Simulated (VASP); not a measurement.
# Al2Cu: single point with LDA

Crystal: Al2Cu.

```
Al Cu
1.0
    -1.93451    1.93451    3.03356
     1.93451   -1.93451    3.03356
     1.93451    1.93451   -3.03356
Al Cu
2 1
Cartesian
  0.0000 1.9345 1.5168
  1.9345 0.0000 1.5168
  0.0000 0.0000 3.0336
```

This cell differs from its parent crystal: strain +e along x and -e along y +0.0000, strain +e along z and -e/2 along x and y +0.0700.

```
Program                : VASP 6.6.1
Task                   : single point
Functional             : LDA
Potentials or basis    : VASP PAW LDA potentials, release 64 (Al, Cu)
Cutoff                 : 520 eV
k mesh                 : 14 × 14 × 14
Occupations            : gaussian, width 0.15 eV
Spin                   : no spin polarisation
Dipole correction      : no
Further INCAR settings : ALGO = Fast; EDIFF = 1e-07; NBANDS = 16
```

* Pressure: 1.5 GPa
* Band gap on the k mesh: zero (an odd number of electrons rules out a gap without spin polarisation)

Stress tensor (GPa, compression positive):
```
 4.60  0.00  0.00
 0.00  4.60  0.00
 0.00  0.00 -4.78
```

Levels at points of the mesh, in eV from the Fermi level:
| k point | band 7 | band 8 | band 9 | band 10 | band 11 | band 12 |
| --- | --- | --- | --- | --- | --- | --- |
| (0.00, 0.00, 0.00) | 2.33 | 2.70 | 2.70 | 3.24 | 3.24 | 3.86 |
| (0.50, 0.00, 0.00) | -4.03 | 0.08 | 1.11 | 2.27 | 3.31 | 4.54 |
| (0.50, 0.50, 0.00) | -3.72 | -2.61 | -1.85 | 0.07 | 1.36 | 8.92 |
| (0.50, 0.50, 0.50) | -4.00 | -1.56 | -1.56 | 1.34 | 1.93 | 9.17 |

It took 2.1 min on 1 thread of Intel(R) Xeon(R) 6975P-C (Granite Rapids), with other jobs on the host, peak memory 0.28 GiB.

Caveat: the cell differs from its parent crystal (strain +e along x and -e along y +0.0000, strain +e along z and -e/2 along x and y +0.0700); the stress differs along the axes, from -5 to 5 GPa.
